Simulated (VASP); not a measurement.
PbS (Galena):

```
CELL_PARAMETERS angstrom
0.00000 2.96575 2.96575
2.96575 0.00000 2.96575
2.96575 2.96575 0.00000
ATOMIC_POSITIONS crystal
Pb 0.00000 0.00000 0.00000
S 0.50000 0.50000 0.50000
```

| Quantity | Value |
| --- | --- |
| Program | VASP 6.6.1 |
| Task | relaxation of cell and atoms |
| Functional | RPBE |
| Potentials or basis | VASP PAW PBE potentials, release 64 (Pb_d, S) |
| Cutoff | 600 eV |
| k mesh | 8 × 8 × 8 |
| Occupations | fermi-dirac, width 0.05 eV |
| Spin | no spin polarisation |

At the start: pressure 4.2 GPa; volume 26.09 Å³/atom.

Problem. Where does the relaxation end?

Solution. Over 3 steps the energy falls by 24.4 meV/atom and the volume is 28.09 Å³/atom (+7.7 %); space group Fm-3m (No. 225, to 0.05 Å).

Step by step:
| step | energy change (eV) | largest force (eV/Å) | pressure (GPa) | volume (Å³) |
| --- | --- | --- | --- | --- |
| 1 | 0.0000 | 0.0000 | 4.16 | 52.17 |
| 2 | -0.0449 | 0.0000 | -0.99 | 57.45 |
| 3 | -0.0489 | 0.0000 | 0.01 | 56.19 |

Final structure:
```xyz
2
Lattice="0.0000 3.0400 3.0400 3.0400 0.0000 3.0400 3.0400 3.0400 0.0000" Properties=species:S:1:pos:R:3 pbc="T T T"
Pb    0.0000    0.0000    0.0000
S     3.0400    3.0400    3.0400
```

Caveat: the PAW data sets were made with another functional, which shifts forces and pressure a little.
